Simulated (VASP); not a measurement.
# Tl (Pm-3m) in VASP: settings compared

The runs below take Tl through single point, relaxation of cell and atoms, with r2SCAN, r2SCAN0.

Everything below comes from runs of VASP 6.6.1. Logs are shortened: lines on timing, memory, paths and dates and some standing lists are left out, and cuts for length are marked.

**1. The cell of the first run**

It takes space group Pm-3m (No. 221, cubic). The conventional cell has a = 3.182 Å, b = 3.182 Å, c = 3.182 Å, α = 90.00°, β = 90.00°, γ = 90.00°. Tl (site symmetry m-3m) has 6 Tl at 3.18 Å within 4.2 Å.

This isn't the form of Tl at room conditions, which is hcp.

**2. Single point, r2SCAN**

POSCAR reads:

```
Tl
1.0
    3.1818756152      0.0000000000      0.0000000000
    0.0000000000      3.1818756152      0.0000000000
    0.0000000000      0.0000000000      3.1818756152
Tl
1
Direct
    0.0000000000      0.0000000000      0.0000000000
```

INCAR.step1 reads:

```
PREC     = Accurate       # precision mode
ENCUT    = 520            # plane-wave cutoff, eV
ISMEAR   = -1             # smearing method
SIGMA    = 0.1            # smearing width, eV
LREAL    = F              # projectors in reciprocal space
LASPH    = T              # aspherical terms in the spheres
NELM     = 80             # most SCF steps
NBANDS   = 12             # bands
GGA      = PE             # functional
ALGO     = Normal         # electronic algorithm
EDIFF    = 1E-4           # SCF threshold, eV
LWAVE    = T              # write WAVECAR
LCHARG   = F              # write CHGCAR
```

INCAR.step2 reads:

```
PREC     = Accurate       # precision mode
ENCUT    = 520            # plane-wave cutoff, eV
EDIFF    = 1E-6           # SCF threshold, eV
ISMEAR   = -1             # smearing method
SIGMA    = 0.1            # smearing width, eV
LREAL    = F              # projectors in reciprocal space
LASPH    = T              # aspherical terms in the spheres
NELM     = 80             # most SCF steps
ALGO     = Normal         # electronic algorithm
ISIF     = 2              # what is computed and relaxed
LWAVE    = F              # write WAVECAR
LCHARG   = F              # write CHGCAR
METAGGA  = R2SCAN         # meta-GGA
LMIXTAU  = T            
NBANDS   = 12             # bands
ISTART   = 1
```

KPOINTS reads:

```
regular mesh
0
Gamma
  16 16 16
```

Potentials or basis: VASP PAW PBE potentials, release 64 (Tl_d).

Command:

```bash
> cat potpaw_PBE.64/Tl_d/POTCAR > POTCAR
> cp INCAR.step1 INCAR
> mpirun -np 1 vasp_std > vasp.out
> cp INCAR.step2 INCAR
> mpirun -np 1 vasp_std > vasp.out
```

OUTCAR:

```text
PREC = Accurate
   ENCUT = 520
   EDIFF = 1E-6
   ISMEAR = -1
   LREAL = F
   LASPH = T
   NELM = 80
   ISIF = 2
   METAGGA = R2SCAN
   ISTART = 1

 ion  position               nearest neighbor table
   1  0.000  0.000  0.000-

  LATTYP: Found a simple cubic cell.
 ALAT       =     3.1818756152

  Lattice vectors:

 A1 = (   3.1818756152,   0.0000000000,   0.0000000000)
 A2 = (   0.0000000000,   3.1818756152,   0.0000000000)
 A3 = (   0.0000000000,   0.0000000000,   3.1818756152)

Analysis of symmetry for initial positions (statically):
=====================================================================
 Subroutine PRICEL returns:
 Original cell was already a primitive cell.

 Routine SETGRP: Setting up the symmetry group for a
 simple cubic supercell.

 Subroutine GETGRP returns: Found 48 space group operations
 (whereof 48 operations were pure point group operations)
 out of a pool of 48 trial point group operations.

The static configuration has the point symmetry O_h .

Analysis of symmetry for dynamics (positions and initial velocities):
=====================================================================
 Subroutine PRICEL returns:
 Original cell was already a primitive cell.

 Routine SETGRP: Setting up the symmetry group for a
 simple cubic supercell.

 Subroutine GETGRP returns: Found 48 space group operations
 (whereof 48 operations were pure point group operations)
 out of a pool of 48 trial point group operations.

The dynamic configuration has the point symmetry O_h .

 Subroutine INISYM returns: Found 48 space group operations
 (whereof 48 operations are pure point group operations),
 and found     1 'primitive' translations

----------------------------------------------------------------------------------------

                                     Primitive cell

  volume of cell :      32.2144

  direct lattice vectors                    reciprocal lattice vectors
     3.181875615  0.000000000  0.000000000     0.314280041  0.000000000  0.000000000
     0.000000000  3.181875615  0.000000000     0.000000000  0.314280041  0.000000000
     0.000000000  0.000000000  3.181875615     0.000000000  0.000000000  0.314280041

  length of vectors
     3.181875615  3.181875615  3.181875615     0.314280041  0.314280041  0.314280041

  position of ions in fractional coordinates (direct lattice)
     0.000000000  0.000000000  0.000000000

  ion indices of the primitive-cell ions
   primitive index   ion index
                 1           1

----------------------------------------------------------------------------------------

 KPOINTS: regular mesh

Automatic generation of k-mesh.
 Grid dimensions read from file:
 generate k-points for:   16   16   16

 Generating k-lattice:

  Cartesian coordinates                     Fractional coordinates (reciprocal lattice)
     0.019642503  0.000000000  0.000000000     0.062500000  0.000000000  0.000000000
     0.000000000  0.019642503  0.000000000     0.000000000  0.062500000  0.000000000
     0.000000000  0.000000000  0.019642503     0.000000000  0.000000000  0.062500000

  Length of vectors
     0.019642503  0.019642503  0.019642503

  Shift w.r.t. Gamma in fractional coordinates (k-lattice)
     0.000000000  0.000000000  0.000000000

 Subroutine IBZKPT returns following result:
 ===========================================

 Found    165 irreducible k-points:

 Following reciprocal coordinates:
            Coordinates               Weight
  0.000000  0.000000  0.000000      1.000000
  0.062500  0.000000  0.000000      6.000000
  0.125000  0.000000  0.000000      6.000000
  0.187500  0.000000  0.000000      6.000000
  0.250000  0.000000  0.000000      6.000000
  0.312500  0.000000  0.000000      6.000000
[... 16 lines left out ...]
  0.437500  0.125000  0.000000     24.000000
  0.500000  0.125000  0.000000     12.000000
 [... further k-points ...]
   k-points           NKPTS =    165   k-points in BZ     NKDIM =    165   number of bands    NBANDS=     12
   number of dos      NEDOS =    301   number of ions     NIONS =      1
   total plane-waves  NPLWV =  13824
   dimension x,y,z NGX =    24 NGY =   24 NGZ =   24
   dimension x,y,z NGXF=    48 NGYF=   48 NGZF=   48
   ions per type =               1
   NGX,Y,Z   is equivalent  to a cutoff of  12.54, 12.54, 12.54 a.u.
   NGXF,Y,Z  is equivalent  to a cutoff of  25.08, 25.08, 25.08 a.u.
 SYSTEM =  unknown system
   PREC   = accura    normal or accurate (medium, high low for compatibility)
   ISTART =      1    job   : 0-new  1-cont  2-samecut
   ICHARG =      0    charge: 1-file 2-atom 10-const
   ISPIN  =      1    spin polarized calculation?
   LNONCOLLINEAR =      F non collinear calculations
   LSORBIT =      F    spin-orbit coupling
   LASPH  =      T    aspherical Exc in radial PAW
   ENCUT  =  520.0 eV  38.22 Ry    6.18 a.u.   5.92  5.92  5.92*2*pi/ulx,y,z
   NELM   =     80;   NELMIN=  2; NELMDL=  0     # of ELM steps
   EDIFF  = 0.1E-05   stopping-criterion for ELM
   LREAL  =      F    real-space projection
   EDIFFG = 0.1E-04   stopping-criterion for IOM
   NSW    =      0    number of steps for IOM
   IBRION =     -1    ionic relax: 0-MD 1-quasi-New 2-CG
   NFREE  =      0    steps in history (QN), initial steepest desc. (CG)
   ISIF   =      2    stress and relaxation
   ISYM   =      2    0-nonsym 1-usesym 2-fastsym
   POTIM  = 0.5000    time-step for ionic-motion
   TEBEG  =    0.0;   TEEND  =   0.0 temperature during run
   PSTRESS=    0.0 pullay stress
   NELECT =      13.0000    total number of electrons
   NUPDOWN=      -1.0000    fix difference up-down
   EMIN   =  10.00;   EMAX   =-10.00  energy-range for DOS
   EFERMI =   0.00;   METHOD = LEGACY
   ISMEAR =    -1;   SIGMA  =   0.10  broadening in eV -4-tet -1-fermi 0-gaus
   EFERMI_NEDOS =   21; number of points for ismear=-14 and -15
   IALGO  =     38    algorithm
   IMIX   =      4    mixing-type and parameters
     AMIX     =   0.40;   BMIX     =  1.00
     AMIX_MAG =   1.60;   BMIX_MAG =  1.00
  volume/ion in A,a.u.               =      32.21       217.39
  Fermi-wavevector in a.u.,A,eV,Ry     =   1.209779  2.286151 19.913018  1.463566
  Thomas-Fermi vector in A             =   2.345346
   LORBIT       =      0    0 simple, 1 ext, 2 COOP (PROOUT), +10 PAW based schemes
   METAGGA = R2SCAN    functional components
   LHFCALC =     F    Hartree Fock is set to
   AEXX    =    0.0000 exact exchange contribution
   IVDW    =     0    specifies the selected vdW correction
   LEPSILON=     F    determine dielectric tensor
   LRPA    =     F    only Hartree local field effects (RPA)
 non-spin polarized calculation
  energy-cutoff  :      520.00
  volume of cell :       32.21
 maximum number of plane-waves:       912
 NGX is ok and might be reduce to    24
   NGX = 11   NGY = 11   NGZ = 11

 number of electron      13.0000006 magnetization

 Free energy of the ion-electron system (eV)
  ---------------------------------------------------
  ext. energy  EPLUGINS =         0.00000000
  ---------------------------------------------------
  free energy    TOTEN  =       -53.06186440 eV

  energy without entropy =      -53.04038308  energy(sigma->0) =      -53.05112374

 E-fermi :   5.4367     XC(G=0): -10.1258

 val. band max:        5.4248258861   @ k =   0.3750   0.3125   0.0625
 cond. band min:       5.4469082545   @ k =   0.5000   0.4375   0.0625
 fundamental gap:      0.0220823684
 Fermi energy:         5.4367100661

 k-point     1 :       0.0000    0.0000    0.0000
  band No.  band energies     occupation
      1      -7.3995      2.00000
      2      -7.3995      2.00000
      3      -6.3416      2.00000
      4      -6.3416      2.00000
      5      -6.3416      2.00000
      6      -4.6484      2.00000
      7      12.4044      0.00000
      8      12.4044      0.00000
      9      12.4044      0.00000
     10      15.6079      0.00000
     11      17.2021      0.00000
     12      17.2021      0.00000

 k-point     2 :       0.0625    0.0000    0.0000
  band No.  band energies     occupation
      1      -7.3968      2.00000
      2      -7.3727      2.00000
      3      -6.3536      2.00000
      4      -6.3536      2.00000
      5      -6.3406      2.00000
      6      -4.5847      2.00000
      7      11.5903      0.00000
      8      12.4835      0.00000
      9      12.4835      0.00000
     10      15.9380      0.00000
     11      17.2180      0.00000
     12      17.7995      0.00000

 k-point     3 :       0.1250    0.0000    0.0000
  band No.  band energies     occupation
      1      -7.3892      2.00000
      2      -7.2985      2.00000
      3      -6.3874      2.00000
      4      -6.3874      2.00000
      5      -6.3377      2.00000
      6      -4.3905      2.00000
      7      10.0388      0.00000
      8      12.7158      0.00000
      9      12.7158      0.00000
     10      16.2349      0.00000
     11      17.2657      0.00000
     12      19.3931      0.00000

 k-point     4 :       0.1875    0.0000    0.0000
  band No.  band energies     occupation
      1      -7.3778      2.00000
      2      -7.1933      2.00000
      3      -6.4376      2.00000
      4      -6.4376      2.00000
      5      -6.3334      2.00000
      6      -4.0590      2.00000
      7       8.3735      0.00000
      8      13.0867      0.00000
      9      13.0867      0.00000
     10      16.4584      0.00000
     11      17.3441      0.00000
     12      21.3966      0.00000

 k-point     5 :       0.2500    0.0000    0.0000
  band No.  band energies     occupation
      1      -7.3643      2.00000
      2      -7.0776      2.00000
      3      -6.4960      2.00000
      4      -6.4960      2.00000
      5      -6.3284      2.00000
      6      -3.5864      2.00000
      7       6.7461      0.00000
      8      13.5700      0.00000
      9      13.5700      0.00000
     10      16.7092      0.00000
     11      17.4506      0.00000
     12      22.7721      0.00000
[... 228 lines left out ...]
      1      -7.2813      2.00000
      2      -6.8974      2.00000
      3      -6.6217      2.00000
      4      -6.5482      2.00000
      5      -6.3674      2.00000
      6      -2.7500      2.00000
      7       5.4894      0.74254
      8      11.6443      0.00000
      9      14.4555      0.00000
     10      17.4862      0.00000
     11      17.9732      0.00000
     12      21.3471      0.00000

 k-point    22 :       0.3750    0.1250    0.0000
  band No.  band energies     occupation
      1      -7.2689      2.00000
      2      -6.8061      2.00000
      3      -6.6739      2.00000
      4      -6.5960      2.00000
      5      -6.3628      2.00000
      6      -2.0683      2.00000
      7       4.1305      2.00000
      8      12.2268      0.00000
      9      15.0222      0.00000
     10      17.0247      0.00000
     11      17.7571      0.00000
     12      21.2764      0.00000

 k-point    23 :       0.4375    0.1250    0.0000
  band No.  band energies     occupation
      1      -7.2608      2.00000
      2      -6.7479      2.00000
      3      -6.7083      2.00000
      4      -6.6277      2.00000
      5      -6.3596      2.00000
      6      -1.4215      2.00000
      7       3.0742      2.00000
      8      12.7581      0.00000
      9      15.4775      0.00000
     10      16.2498      0.00000
     11      17.9910      0.00000
     12      20.7360      0.00000

 k-point    24 :       0.5000    0.1250    0.0000
  band No.  band energies     occupation
      1      -7.2579      2.00000
      2      -6.7279      2.00000
      3      -6.7204      2.00000
      4      -6.6387      2.00000
      5      -6.3585      2.00000
      6      -1.1160      2.00000
      7       2.6319      2.00000
      8      13.0035      0.00000
      9      15.6600      0.00000
     10      15.9197      0.00000
     11      18.0936      0.00000
     12      20.5260      0.00000

 [... further k-points ...]
[... 5 lines left out ...]
  --------------------------------------------------------------------------------------
  -------------------------------------------------------------------------------------
  Total        0.0366333      0.0366333      0.0366333     -0.0000000     -0.0000000     -0.0000000
  in kB        1.8219523      1.8219523      1.8219523     -0.0000000     -0.0000000     -0.0000000
  external PRESSURE =       1.8219523 kB  Pullay stress =       0.0000000 kB

 VOLUME and BASIS-vectors are now :
 -----------------------------------------------------------------------------
  energy-cutoff  :      520.00
  volume of cell :       32.21
      direct lattice vectors                 reciprocal lattice vectors
     3.181875615  0.000000000  0.000000000     0.314280041  0.000000000  0.000000000
     0.000000000  3.181875615  0.000000000     0.000000000  0.314280041  0.000000000
     0.000000000  0.000000000  3.181875615     0.000000000  0.000000000  0.314280041

 POSITION                                       TOTAL-FORCE (eV/Angst)
 -----------------------------------------------------------------------------------
      0.00000      0.00000      0.00000         0.000000      0.000000      0.000000
 -----------------------------------------------------------------------------------
    total drift:                                0.000000      0.000000      0.000000

  FREE ENERGIE OF THE ION-ELECTRON SYSTEM (eV)
  ---------------------------------------------------
  free  energy   TOTEN  =       -53.0618643958 eV

  energy  without entropy=      -53.0403830830  energy(sigma->0) =      -53.05112374
```

It took 72 s on 1 thread of AMD EPYC 7R13, shared host; peak memory 0.19 GiB.

What came out:

```yaml
Free_energy: -53.0619 eV
Pressure: 0.2 GPa
Band_gap_on_the_k_mesh: zero (an odd number of electrons rules out a gap without spin polarisation)
```

Levels at points of the mesh, in eV from the Fermi level:
```
           k point  band 2  band 3  band 4  band 5  band 6  band 7  band 8  band 9  band 10  band 11
(0.00, 0.00, 0.00)  -12.84  -11.78  -11.78  -11.78  -10.09    6.97    6.97    6.97    10.17    11.77
(0.50, 0.00, 0.00)  -12.25  -12.08  -12.08  -11.75   -6.76   -3.09    9.86    9.86    12.42    12.42
(0.50, 0.50, 0.00)  -12.49  -12.04  -12.04  -11.46   -3.81   -0.55   -0.55    4.93    13.29    14.81
(0.50, 0.50, 0.50)  -12.47  -12.47  -11.44  -11.44   -0.72    1.95    1.95    1.95     7.50     8.26
```

Caveat: the PAW data sets were made with another functional, which shifts forces and pressure a little; spin-orbit coupling is left out, which moves the levels of the heavy elements.

**3. Relaxation of cell and atoms, r2SCAN**

This run uses another cell than the first one, of 30.28 Å³/atom.

POSCAR reads:

```
Tl
1.0
    3.1168762379      0.0000000000      0.0000000000
    0.0000000000      3.1168762379      0.0000000000
    0.0000000000      0.0000000000      3.1168762379
Tl
1
Direct
    0.0000000000      0.0000000000      0.0000000000
```

INCAR.step1 reads:

```
SYSTEM = Tl
PREC = Accurate
ENCUT = 600
ISMEAR = -1
SIGMA = 0.1
LREAL = .FALSE.
LASPH = .TRUE.
NELM = 80
GGA = PE
ALGO = Normal
EDIFF = 1E-4
LWAVE = .TRUE.
LCHARG = .FALSE.
```

INCAR.step2 reads:

```
SYSTEM = Tl
PREC = Accurate
ENCUT = 600
EDIFF = 1E-6
ISMEAR = -1
SIGMA = 0.1
LREAL = .FALSE.
LASPH = .TRUE.
NELM = 80
ALGO = Normal
ISIF = 3
LWAVE = .FALSE.
LCHARG = .FALSE.
METAGGA = R2SCAN
LMIXTAU = .TRUE.
IBRION = 2
NSW = 80
EDIFFG = -0.01
ISTART = 1
```

KPOINTS reads:

```
Automatic mesh
0
G
  10 10 10
  0 0 0
```

Potentials or basis: VASP PAW PBE potentials, release 64 (Tl_d).

Command:

```bash
> cat potpaw_PBE.64/Tl_d/POTCAR > POTCAR
> cp INCAR.step1 INCAR
> mpirun -np 1 vasp_std > vasp.out
> cp INCAR.step2 INCAR
> mpirun -np 1 vasp_std > vasp.out
```

Wall time 2.7 min (1 thread of AMD EPYC 7R13, shared host); peak memory 0.18 GiB.

It converged, with:

* Free energy: -53.0653 eV
* Relaxed volume: 32.25 Å³/atom
* Relaxed cell: a = 3.183 Å, b = 3.183 Å, c = 3.183 Å, α = 90.00°, β = 90.00°, γ = 90.00°
* Space group after relaxing (to 0.1 Å): Pm-3m (No. 221)
* Energy gained by relaxing: 12.3 meV/atom
* Ionic steps: 3
* Pressure after relaxing: 0.0 GPa
* Band gap on the k mesh: zero (an odd number of electrons rules out a gap without spin polarisation)

Step by step:
```tsv
step	energy change (eV)	largest force (eV/Å)	pressure (GPa)	volume (Å³)
1	0.0000	0.0000	2.11	30.28
2	-0.0122	0.0000	0.17	32.06
3	-0.0123	0.0000	0.02	32.25
```

Final structure:
```
Tl
1.0
     3.18316    0.00000    0.00000
     0.00000    3.18316    0.00000
     0.00000    0.00000    3.18316
Tl
1
Direct
  0.00000 0.00000 0.00000
```

Levels at points of the mesh, in eV from the Fermi level:
| k point | band 3 | band 4 | band 5 | band 6 | band 7 | band 8 | band 9 | band 10 |
| --- | --- | --- | --- | --- | --- | --- | --- | --- |
| (0.00, 0.00, 0.00) | -11.84 | -11.84 | -11.84 | -10.14 | 6.91 | 6.91 | 6.91 | 10.10 |
| (0.50, 0.00, 0.00) | -12.14 | -12.14 | -11.81 | -6.81 | -3.14 | 9.80 | 9.80 | 12.36 |
| (0.50, 0.50, 0.00) | -12.10 | -12.10 | -11.52 | -3.87 | -0.61 | -0.61 | 4.87 | 13.21 |
| (0.50, 0.50, 0.50) | -12.53 | -11.50 | -11.50 | -0.79 | 1.88 | 1.88 | 1.88 | 7.44 |

Caveat: the PAW data sets were made with another functional, which shifts forces and pressure a little; spin-orbit coupling is left out, which moves the levels of the heavy elements.

**4. Single point, r2SCAN**

POSCAR reads:

```
Tl
1.0
    3.1818756235      0.0000000000      0.0000000000
    0.0000000000      3.1818756235      0.0000000000
    0.0000000000      0.0000000000      3.1818756235
Tl
1
Direct
    0.0000000000      0.0000000000      0.0000000000
```

INCAR.step1 reads:

```
SYSTEM = Tl
PREC = Accurate
ENCUT = 520
ISMEAR = -1
SIGMA = 0.1
LREAL = .False.
LASPH = .True.
NELM = 60
NBANDS = 12
GGA = PE
ALGO = Normal
EDIFF = 1E-4
LWAVE = .True.
LCHARG = .False.
```

INCAR.step2 reads:

```
SYSTEM = Tl
PREC = Accurate
ENCUT = 520
EDIFF = 1E-6
ISMEAR = -1
SIGMA = 0.1
LREAL = .False.
LASPH = .True.
NELM = 60
ALGO = Normal
ISIF = 2
LWAVE = .False.
LCHARG = .False.
METAGGA = R2SCAN
LMIXTAU = .True.
NBANDS = 12
ISTART = 1
```

KPOINTS reads:

```
Automatic mesh
0
Gamma
  5 5 5
  0 0 0
```

Command:

```bash
> cat potpaw_PBE.64/Tl_d/POTCAR > POTCAR
> cp INCAR.step1 INCAR
> mpirun -np 1 vasp_std > vasp.out
> cp INCAR.step2 INCAR
> mpirun -np 1 vasp_std > vasp.out
```

Run time: 10 s. Hardware: 1 thread of AMD EPYC 7R13 (Zen 3), shared host; peak memory 0.11 GiB.

The run converged. Its results:

| Item | Value |
| --- | --- |
| Free energy | -53.0408 eV |
| Pressure | 0.2 GPa |
| Band gap on the k mesh | zero (an odd number of electrons rules out a gap without spin polarisation) |

Levels at points of the mesh, in eV from the Fermi level:
| k point | band 3 | band 4 | band 5 | band 6 | band 7 | band 8 | band 9 | band 10 |
| --- | --- | --- | --- | --- | --- | --- | --- | --- |
| (0.00, 0.00, 0.00) | -11.81 | -11.81 | -11.81 | -10.11 | 6.93 | 6.93 | 6.93 | 10.15 |

Caveat: the k points lie up to 0.39 Å⁻¹ apart, too coarse for converged energies and pressures of a metal; the PAW data sets were made with another functional, which shifts forces and pressure a little; spin-orbit coupling is left out, which moves the levels of the heavy elements.

(Part 1 of 2 ends here.)

The gap in the log of VASP goes by the Fermi energy; the results here count the filled bands.